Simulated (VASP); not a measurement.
Write the native input for VASP 6.6.1 that does the following.

- Task: single point
- Functional: PBE
- Potentials or basis: VASP PAW PBE potentials, release 64 (Bi_d, C, H, I)
- Cutoff: 520 eV
- k mesh: 1 × 1 × 1
- Occupations: gaussian, width 0.01 eV
- Spin: no spin polarisation
- Dipole correction: no
- Further INCAR settings: ALGO = Normal; EDIFF = 1e-06; NBANDS = 27

The structure of BiCH3I2 lies in POSCAR:

```
BiH3CI2
1.0
   12.5900000000      0.0000000000      0.0000000000
    0.0000000000     13.4800000000      0.0000000000
    0.0000000000      0.0000000000     11.2000000000
Bi C H I
1 1 3 2
Direct
    0.4387498000      0.5000341200      0.5981767900
    0.5983907900      0.5000341200      0.4986571400
    0.5817402700      0.5000341200      0.4017857100
    0.6427418600      0.5676980700      0.5242089300
    0.6427418600      0.4323701800      0.5242089300
    0.3574265300      0.6662403600      0.4688348200
    0.3574265300      0.3338278900      0.4688348200
```

The input as run:

INCAR

```
ALGO = Normal ; EDIFF = 1E-6
ENCUT = 520 ; GGA = PE
ISIF = 2 ; ISMEAR = 0
LASPH = True ; LCHARG = False
LREAL = False ; LWAVE = False
NBANDS = 27 ; NELM = 80
PREC = Accurate ; SIGMA = 0.01
```

KPOINTS

```
k-points
0
Gamma
  1 1 1
```

Potentials or basis: VASP PAW PBE potentials, release 64 (Bi_d, C, H, I).

The run is started by

```bash
$ cat potpaw_PBE.64/Bi_d/POTCAR potpaw_PBE.64/C/POTCAR potpaw_PBE.64/H/POTCAR potpaw_PBE.64/I/POTCAR > POTCAR
$ mpirun -np 1 vasp_gam > vasp.out
```

Results of the run:

The largest force is 0.343 eV/Å and the gap between the frontier levels is 2.84 eV.

Caveat: spin-orbit coupling is left out, which moves the levels of the heavy elements.

Run time: 5.2 min on 1 thread of AMD EPYC 7R43 64-Core Processor (Zen 3), with other jobs on the host, peak memory 1.4 GiB.
